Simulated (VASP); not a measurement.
**TiAl: single point with PBE**

The system is TiAl.

```
CELL_PARAMETERS angstrom
3.11417 0.00000 0.00000
0.00000 3.11417 0.00000
0.00000 0.00000 3.11417
ATOMIC_POSITIONS crystal
Ti 0.00000 0.00000 0.00000
Al 0.50000 0.50000 0.50000
```

This cell differs from its parent crystal: volume scaled by 0.94.

| Item | Value |
| --- | --- |
| Program | VASP 6.6.1 |
| Task | single point |
| Functional | PBE |
| Potentials or basis | VASP PAW PBE potentials, release 64 (Ti_sv, Al) |
| Cutoff | 520 eV |
| k mesh | 8 × 8 × 8 |
| Occupations | fermi-dirac, width 0.05 eV |
| Spin | no spin polarisation |

* Pressure: 8.8 GPa

Levels at points of the mesh, in eV from the Fermi level:
| k point | band 5 | band 6 | band 7 | band 8 | band 9 | band 10 |
| --- | --- | --- | --- | --- | --- | --- |
| (0.00, 0.00, 0.00) | -9.55 | -1.59 | -1.59 | 1.95 | 1.95 | 1.95 |
| (0.50, 0.00, 0.00) | -6.12 | -5.37 | -0.62 | 0.17 | 0.17 | 2.17 |
| (0.50, 0.50, 0.00) | -5.19 | -2.12 | -2.12 | -1.55 | 0.74 | 0.74 |
| (0.50, 0.50, 0.50) | -3.29 | -3.29 | -3.29 | 1.00 | 3.03 | 3.03 |

Wall time 7.7 s on 1 thread of Intel(R) Xeon(R) 6975P-C (Granite Rapids), with other jobs on the host, peak memory 0.14 GiB.
